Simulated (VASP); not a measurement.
# MgCd3Se4 (P-43m) in VASP: a series of runs, part 2 of 2

VASP 6.6.1.

### Step 4. Single point, PBE

This run uses another cell than the first one, of 32.29 Å³/atom.

File INCAR:

```
SYSTEM = MgCd3Se4
PREC = Accurate ; ENCUT = 600
EDIFF = 1E-6 ; ISMEAR = 0
SIGMA = 0.15 ; LREAL = .FALSE.
LASPH = .TRUE. ; NELM = 120
ALGO = Normal ; ISIF = 2
LWAVE = .FALSE. ; LCHARG = .FALSE.
GGA = PE ; NBANDS = 41
GGA_COMPAT = .FALSE.
```

File KPOINTS:

```
regular mesh
0
G
  2 2 2
  0 0 0
```

File POSCAR:

```
MgCd3Se4
1.0
    6.3689207889      0.0000000000      0.0000000000
    0.0000000000      6.3689207889      0.0000000000
    0.0000000000      0.0000000000      6.3689207889
Mg Cd Se
1 3 4
Direct
    0.0000000000      0.0000000000      0.0000000000
    0.0000000000      0.0000000000      0.5000000000
    0.0000000000      0.5000000000      0.0000000000
    0.5000000000      0.0000000000      0.0000000000
    0.2380539830      0.2380539830      0.2380539830
    0.2380539830      0.7619460170      0.7619460170
    0.7619460170      0.2380539830      0.7619460170
    0.7619460170      0.7619460170      0.2380539830
```

Potentials or basis: VASP PAW PBE potentials, release 64 (Mg, Cd, Se).

On the command line:

```bash
> cat potpaw_PBE.64/Mg/POTCAR potpaw_PBE.64/Cd/POTCAR potpaw_PBE.64/Se/POTCAR > POTCAR
> mpirun -np 1 vasp_std > vasp.out
```

OUTCAR:

```text
SYSTEM = MgCd3Se4
   PREC = Accurate
   ENCUT = 600
   EDIFF = 1E-6
   ISMEAR = 0
   LREAL = .FALSE.
   LASPH = .TRUE.
   NELM = 120
   ISIF = 2
   GGA = PE

 ion  position               nearest neighbor table
   1  0.000  0.000  0.000-   5 2.63   6 2.63   7 2.63   8 2.63   3 3.18   4 3.18   2 3.18   2 3.18
                             3 3.18   4 3.18
   2  0.000  0.000  0.500-   5 2.72   6 2.72   7 2.72   8 2.72   1 3.18   1 3.18
   3  0.000  0.500  0.000-   5 2.72   6 2.72   7 2.72   8 2.72   1 3.18   1 3.18
   4  0.500  0.000  0.000-   5 2.72   6 2.72   7 2.72   8 2.72   1 3.18   1 3.18
   5  0.238  0.238  0.238-   1 2.63   2 2.72   3 2.72   4 2.72
   6  0.238  0.762  0.762-   1 2.63   2 2.72   3 2.72   4 2.72
   7  0.762  0.238  0.762-   1 2.63   2 2.72   3 2.72   4 2.72
   8  0.762  0.762  0.238-   1 2.63   2 2.72   3 2.72   4 2.72

  LATTYP: Found a simple cubic cell.
 ALAT       =     6.3689207889

  Lattice vectors:

 A1 = (   6.3689207889,   0.0000000000,   0.0000000000)
 A2 = (   0.0000000000,   6.3689207889,   0.0000000000)
 A3 = (   0.0000000000,   0.0000000000,   6.3689207889)

Analysis of symmetry for initial positions (statically):
=====================================================================
 Subroutine PRICEL returns:
 Original cell was already a primitive cell.

 Routine SETGRP: Setting up the symmetry group for a
 simple cubic supercell.

 Subroutine GETGRP returns: Found 24 space group operations
 (whereof 24 operations were pure point group operations)
 out of a pool of 48 trial point group operations.

The static configuration has the point symmetry T_d .

Analysis of symmetry for dynamics (positions and initial velocities):
=====================================================================
 Subroutine PRICEL returns:
 Original cell was already a primitive cell.

 Routine SETGRP: Setting up the symmetry group for a
 simple cubic supercell.

 Subroutine GETGRP returns: Found 24 space group operations
 (whereof 24 operations were pure point group operations)
 out of a pool of 48 trial point group operations.

The dynamic configuration has the point symmetry T_d .

 Subroutine INISYM returns: Found 24 space group operations
 (whereof 24 operations are pure point group operations),
 and found     1 'primitive' translations

----------------------------------------------------------------------------------------

                                     Primitive cell

  volume of cell :     258.3435

  direct lattice vectors                    reciprocal lattice vectors
     6.368920789  0.000000000  0.000000000     0.157012472  0.000000000  0.000000000
     0.000000000  6.368920789  0.000000000     0.000000000  0.157012472  0.000000000
     0.000000000  0.000000000  6.368920789     0.000000000  0.000000000  0.157012472

  length of vectors
     6.368920789  6.368920789  6.368920789     0.157012472  0.157012472  0.157012472

  position of ions in fractional coordinates (direct lattice)
     0.000000000  0.000000000  0.000000000
     0.000000000  0.000000000  0.500000000
     0.000000000  0.500000000  0.000000000
     0.500000000  0.000000000  0.000000000
     0.238053983  0.238053983  0.238053983
[... 40 lines left out ...]

 Following reciprocal coordinates:
            Coordinates               Weight
  0.000000  0.000000  0.000000      1.000000
  0.500000  0.000000  0.000000      3.000000
  0.500000  0.500000  0.000000      3.000000
  0.500000  0.500000  0.500000      1.000000
   k-points           NKPTS =      4   k-points in BZ     NKDIM =      4   number of bands    NBANDS=     41
   number of dos      NEDOS =    301   number of ions     NIONS =      8
   total plane-waves  NPLWV = 157464
   dimension x,y,z NGX =    54 NGY =   54 NGZ =   54
   dimension x,y,z NGXF=   108 NGYF=  108 NGZF=  108
   ions per type =               1   3   4
   NGX,Y,Z   is equivalent  to a cutoff of  14.10, 14.10, 14.10 a.u.
   NGXF,Y,Z  is equivalent  to a cutoff of  28.19, 28.19, 28.19 a.u.
 SYSTEM =  MgCd3Se4
   PREC   = accura    normal or accurate (medium, high low for compatibility)
   ISTART =      0    job   : 0-new  1-cont  2-samecut
   ICHARG =      2    charge: 1-file 2-atom 10-const
   ISPIN  =      1    spin polarized calculation?
   LNONCOLLINEAR =      F non collinear calculations
   LSORBIT =      F    spin-orbit coupling
   LASPH  =      T    aspherical Exc in radial PAW
   ENCUT  =  600.0 eV  44.10 Ry    6.64 a.u.  12.72 12.72 12.72*2*pi/ulx,y,z
   NELM   =    120;   NELMIN=  2; NELMDL= -5     # of ELM steps
   EDIFF  = 0.1E-05   stopping-criterion for ELM
   LREAL  =      F    real-space projection
   EDIFFG = 0.1E-04   stopping-criterion for IOM
   NSW    =      0    number of steps for IOM
   IBRION =     -1    ionic relax: 0-MD 1-quasi-New 2-CG
   NFREE  =      0    steps in history (QN), initial steepest desc. (CG)
   ISIF   =      2    stress and relaxation
   ISYM   =      2    0-nonsym 1-usesym 2-fastsym
   POTIM  = 0.5000    time-step for ionic-motion
   TEBEG  =    0.0;   TEEND  =   0.0 temperature during run
   PSTRESS=    0.0 pullay stress
   NELECT =      62.0000    total number of electrons
   NUPDOWN=      -1.0000    fix difference up-down
   EMIN   =  10.00;   EMAX   =-10.00  energy-range for DOS
   EFERMI =   0.00;   METHOD = LEGACY
   ISMEAR =     0;   SIGMA  =   0.15  broadening in eV -4-tet -1-fermi 0-gaus
   EFERMI_NEDOS =   21; number of points for ismear=-14 and -15
   IALGO  =     38    algorithm
   IMIX   =      4    mixing-type and parameters
     AMIX     =   0.40;   BMIX     =  1.00
     AMIX_MAG =   1.60;   BMIX_MAG =  1.00
  volume/ion in A,a.u.               =      32.29       217.92
  Fermi-wavevector in a.u.,A,eV,Ry     =   1.017356  1.922524 14.082205  1.035013
  Thomas-Fermi vector in A             =   2.150752
   LORBIT       =      0    0 simple, 1 ext, 2 COOP (PROOUT), +10 PAW based schemes
   GGA     = PE    functional components
   LHFCALC =     F    Hartree Fock is set to
   AEXX    =    0.0000 exact exchange contribution
   IVDW    =     0    specifies the selected vdW correction
   LEPSILON=     F    determine dielectric tensor
   LRPA    =     F    only Hartree local field effects (RPA)
 non-spin polarized calculation
 Gauss-broadening in eV      SIGMA  =   0.15
  energy-cutoff  :      600.00
  volume of cell :      258.34
 maximum number of plane-waves:      8642
 NGX is ok and might be reduce to    54
   NGX = 25   NGY = 25   NGZ = 25

 number of electron      62.0000014 magnetization

 Free energy of the ion-electron system (eV)
  ---------------------------------------------------
  ext. energy  EPLUGINS =         0.00000000
  ---------------------------------------------------
  free energy    TOTEN  =       -23.07729092 eV

  energy without entropy =      -23.07729078  energy(sigma->0) =      -23.07729085

 E-fermi :   0.2707     XC(G=0):  -7.8822

 val. band max:       -0.2708964027   @ k =   0.0000   0.0000   0.0000
 cond. band min:       0.7898548225   @ k =   0.0000   0.0000   0.0000
 fundamental gap:      1.0607512252
 Fermi energy:         0.2707143376

 k-point     1 :       0.0000    0.0000    0.0000
  band No.  band energies     occupation
      1     -12.2020      2.00000
      2     -11.7524      2.00000
      3     -11.7524      2.00000
      4     -11.7524      2.00000
      5      -7.8843      2.00000
      6      -7.8716      2.00000
[... 165 lines left out ...]
     40       5.9684      0.00000
     41       6.0493      0.00000

------------------------ aborting loop because EDIFF is reached ----------------------------------------

  FORCE on cell =-STRESS in cart. coord.  units (eV):
  Direction    XX          YY          ZZ          XY          YZ          ZX
  --------------------------------------------------------------------------------------
  -------------------------------------------------------------------------------------
  Total        0.2199715      0.2199715      0.2199715      0.0000000     -0.0000000      0.0000000
  in kB        1.3642043      1.3642043      1.3642043      0.0000000     -0.0000000      0.0000000
  external PRESSURE =       1.3642043 kB  Pullay stress =       0.0000000 kB

 VOLUME and BASIS-vectors are now :
 -----------------------------------------------------------------------------
  energy-cutoff  :      600.00
  volume of cell :      258.34
      direct lattice vectors                 reciprocal lattice vectors
     6.368920789  0.000000000  0.000000000     0.157012472  0.000000000  0.000000000
     0.000000000  6.368920789  0.000000000     0.000000000  0.157012472  0.000000000
     0.000000000  0.000000000  6.368920789     0.000000000  0.000000000  0.157012472

 POSITION                                       TOTAL-FORCE (eV/Angst)
 -----------------------------------------------------------------------------------
      0.00000      0.00000      0.00000         0.000000     -0.000000      0.000000
      0.00000      0.00000      3.18446         0.000000     -0.000000     -0.000000
      0.00000      3.18446      0.00000         0.000000     -0.000000      0.000000
      3.18446      0.00000      0.00000         0.000000     -0.000000      0.000000
      1.51615      1.51615      1.51615         0.028500      0.028500      0.028500
      1.51615      4.85277      4.85277         0.028500     -0.028500     -0.028500
      4.85277      1.51615      4.85277        -0.028500      0.028500     -0.028500
      4.85277      4.85277      1.51615        -0.028500     -0.028500      0.028500
 -----------------------------------------------------------------------------------
    total drift:                                0.000000      0.000000     -0.000000

  FREE ENERGIE OF THE ION-ELECTRON SYSTEM (eV)
  ---------------------------------------------------
  free  energy   TOTEN  =       -23.0772909190 eV

  energy  without entropy=      -23.0772907834  energy(sigma->0) =      -23.07729085
```

Wall time 40 s (1 thread of Intel Xeon 6975P-C (Granite Rapids), shared host); peak memory 0.43 GiB.

Results:

```yaml
Free_energy: -23.0773 eV
Pressure: 0.1 GPa
Largest_force: 0.049 eV/Å
Band_gap_on_the_k_mesh: 1.06 eV
```

Forces on the atoms (eV/Å):
```
Mg   0.000  0.000  0.000
Cd   0.000  0.000  0.000
Cd   0.000  0.000  0.000
Cd   0.000  0.000  0.000
Se   0.029  0.029  0.029
Se   0.029 -0.029 -0.029
Se  -0.029  0.029 -0.029
Se  -0.029 -0.029  0.029
```

Caveat: the k points lie up to 0.49 Å⁻¹ apart.

### Step 5. Overview

```tsv
cell	gap on the mesh (eV)	pressure (GPa)	largest force (eV/Å)
a = 6.156 Å, 8 atoms, atomic positions A	0.96	0.0	0.02
a = 6.340 Å, 8 atoms, atomic positions B	1.09	0.5	0.08
a = 6.369 Å, 8 atoms, atomic positions B	1.06	0.1	0.05
```

Alike in all rows: task single point; level PBE; potentials or basis VASP PAW PBE potentials, release 64 (Mg, Cd, Se); no spin polarisation; k mesh 2 × 2 × 2; cutoff (eV) 600; smearing gaussian 0.15 eV.

Caveats: all runs use coarse meshes.

Absolute energies hang on the potentials; compare differences alone.
